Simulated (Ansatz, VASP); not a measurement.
**ZnCu: VASP beside Ansatz**

Contents of INCAR:

```
PREC = Accurate ; ENCUT = 520
EDIFF = 1E-6 ; ISMEAR = 0
SIGMA = 0.05 ; LREAL = False
LASPH = True ; NELM = 60
ALGO = Fast ; ISIF = 2
LWAVE = False ; LCHARG = False
GGA = PE ; NBANDS = 18
```

KPOINTS

```
regular mesh
0
Gamma
  12 12 12
```

The input POSCAR:

```
ZnCu
1.0
    2.9652259791      0.0000000000      0.0000000000
    0.0000000000      2.9652259791      0.0000000000
    0.0000000000      0.0000000000      2.9652259791
Zn Cu
1 1
Direct
    0.5000000000      0.5000000000      0.5000000000
    0.0000000000      0.0000000000      0.0000000000
```

Input for Ansatz:

```yaml
crystal:
  lattice:
    - [2.9652259791, 0.0, 0.0]
    - [0.0, 2.9652259791, 0.0]
    - [0.0, 0.0, 2.9652259791]
  atoms:
    - { symbol: Zn, position: [0.5, 0.5, 0.5] }
    - { symbol: Cu, position: [0.0, 0.0, 0.0] }
basis:
  ecutwfc: 420
  ecutrho_ratio: 4
kpoints:
  mp_grid: { grid: [12, 12, 12] }
hamiltonian:
  xc: pbe
scf:
  occupations: { method: gaussian, width: 0.05 }
output:
  forces: true
  stress: true
  eigenvalues: true
```

Alike in both runs: task single point; functional PBE; k mesh 12 × 12 × 12; occupations gaussian, width 0.05 eV; no spin polarisation.

|  | VASP | Ansatz |
| --- | --- | --- |
| version | VASP 6.6.1 | Ansatz 0.2.0 |
| potentials or method | VASP PAW PBE potentials, release 64 (Zn, Cu), cutoff 520 eV | scalar-relativistic, plane waves, PAW |
| valence electrons in the cell | 23 | 31 |

VASP gave:

```
gap on the k mesh at the Fermi level (eV) : none
pressure (GPa)                            : 0.8
```

Question: Which values does Ansatz return?

Answer: gap on the k mesh at the Fermi level (eV): none; pressure (GPa): 0.0.

A gap of «none» marks a metal or a gap that the smearing closes. With one functional, cell and mesh, what is left measures potentials, basis and numerics. VASP's potentials hold 23 valence electrons a cell and Ansatz's 31, so a difference there can come from the potentials and not from the codes.
